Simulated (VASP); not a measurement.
Runs of VASP 6.6.1 on TiN (Osbornite). It takes space group Fm-3m (No. 225, cubic). Conventional cell: a = 4.238 Å, b = 4.238 Å, c = 4.238 Å, α = 90.00°, β = 90.00°, γ = 90.00°. Ti (site symmetry m-3m) has 6 N at 2.12 Å within 2.8 Å. Within 2.8 Å of N (site symmetry m-3m) lie 6 Ti at 2.12 Å. 

```tsv
k mesh	gap on the mesh (eV)	pressure (GPa)
11 × 11 × 11	none	-6.4
9 × 9 × 9	none	(a)
4 × 4 × 4	none	-5.9
6 × 6 × 6	none	-6.6
7 × 7 × 7	none	-6.4
```

Alike in all rows: task single point; level PBEsol; potentials or basis VASP PAW PBE potentials, release 64 (Ti_sv, N); no spin polarisation; cell as given; cutoff (eV) 600; smearing fermi-dirac 0.1 eV.

Task: Fill in the values left out.

Result: (a) -6.5.

Caveats: some runs use coarse meshes; the PAW data sets were made with another functional, which shifts forces and pressure a little.

A gap of «none» marks levels without a gap at the run's occupations.
